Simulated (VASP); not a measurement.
Input of a VASP 6.6.1 run:

Contents of POSCAR:

```
Sb
1.0
   -1.5659590577      1.5659590577      2.6937369538
    1.5659590577     -1.5659590577      2.6937369538
    1.5659590577      1.5659590577     -2.6937369538
Sb
1
Direct
    0.0000000000      0.0000000000      0.0000000000
```

INCAR.step1

```
ALGO     = Normal         # electronic algorithm
EDIFF    = 1E-5           # SCF threshold, eV
ENCUT    = 520            # plane-wave cutoff, eV
GGA      = PE             # functional
ISIF     = 2              # what is computed and relaxed
ISMEAR   = -1             # smearing method
LASPH    = True           # aspherical terms in the spheres
LCHARG   = False          # write CHGCAR
LREAL    = False          # projectors in reciprocal space
LWAVE    = True           # write WAVECAR
NBANDS   = 8              # bands
NELM     = 80             # most SCF steps
PREC     = Accurate       # precision mode
SIGMA    = 0.05           # smearing width, eV
```

The input INCAR.step2:

```
AEXX     = 0.25           # exact-exchange fraction
ALGO     = Normal         # electronic algorithm
EDIFF    = 1E-7           # SCF threshold, eV
ENCUT    = 520            # plane-wave cutoff, eV
GGA      = PE             # functional
ISIF     = 2              # what is computed and relaxed
ISMEAR   = -1             # smearing method
ISTART   = 1            
LASPH    = True           # aspherical terms in the spheres
LCHARG   = False          # write CHGCAR
LHFCALC  = True           # exact exchange
LREAL    = False          # projectors in reciprocal space
LWAVE    = False          # write WAVECAR
NBANDS   = 8              # bands
NELM     = 80             # most SCF steps
PREC     = Accurate       # precision mode
PRECFOCK = Normal       
SIGMA    = 0.05           # smearing width, eV
```

The input KPOINTS:

```
k-points
0
Gamma
  6 6 6
```

Potentials or basis: VASP PAW PBE potentials, release 64 (Sb).

The run is started by

```console
$ cat potpaw_PBE.64/Sb/POTCAR > POTCAR
$ cp INCAR.step1 INCAR
$ mpirun -np 1 vasp_std > vasp.out
$ cp INCAR.step2 INCAR
$ mpirun -np 1 vasp_std > vasp.out
```

(1) Predict the pressure.

Results:

(1) -0.5 GPa.

Caveat: the k points lie up to 0.47 Å⁻¹ apart; the PAW data sets were made with another functional, which shifts forces and pressure a little.
